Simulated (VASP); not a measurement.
RbBr: single point with LDA

RbBr:

```xyz
4
Lattice="4.7711 0.0000 0.0000 -2.3855 4.1319 0.0000 0.0000 0.0000 8.4102" Properties=species:S:1:pos:R:3 pbc="T T T"
Rb    0.0000    0.0000    0.0000
Rb    0.0000    0.0000    4.2051
Br    0.0000    2.7546    2.1025
Br    2.3855    1.3773    6.3076
```

```json
{
  "Program": "VASP 6.6.1",
  "Task": "single point",
  "Functional": "LDA",
  "Potentials or basis": "VASP PAW LDA potentials, release 64 (Rb_sv, Br)",
  "Cutoff": "520 eV",
  "k mesh": "6 × 6 × 2",
  "Occupations": "gaussian, width 0.01 eV",
  "Spin": "no spin polarisation"
}
```

The pressure is -1.5 GPa. The band gap on the k mesh is 3.84 eV, direct.

Stress tensor (GPa, compression positive):
```
-1.44  0.00  0.00
 0.00 -1.44  0.00
 0.00  0.00 -1.61
```

Levels at points of the mesh, in eV from the valence-band top:
| k point | band 12 | band 13 | band 14 | band 15 | band 16 | band 17 | band 18 | band 19 | band 20 | band 21 |
| --- | --- | --- | --- | --- | --- | --- | --- | --- | --- | --- |
| (0.00, 0.00, 0.00) | -0.29 | -0.29 | -0.13 | 0.00 | 0.00 | 3.84 | 6.01 | 6.34 | 7.26 | 7.30 |
| (0.50, 0.00, 0.00) | -0.55 | -0.49 | -0.36 | -0.34 | -0.16 | 5.53 | 6.42 | 6.60 | 6.90 | 8.06 |
| (0.00, 0.00, 0.50) | -0.67 | -0.15 | -0.15 | -0.15 | -0.15 | 5.04 | 5.04 | 6.69 | 6.69 | 7.76 |
| (0.50, 0.00, 0.50) | -0.80 | -0.39 | -0.39 | -0.26 | -0.26 | 6.14 | 6.14 | 6.49 | 6.49 | 8.31 |

Wall time 54 s on 1 thread of AMD EPYC 7R13 Processor (Zen 3) (shared host), peak memory 0.2 GiB.

LDA gaps usually lie below the measured ones, often by a third to a half.
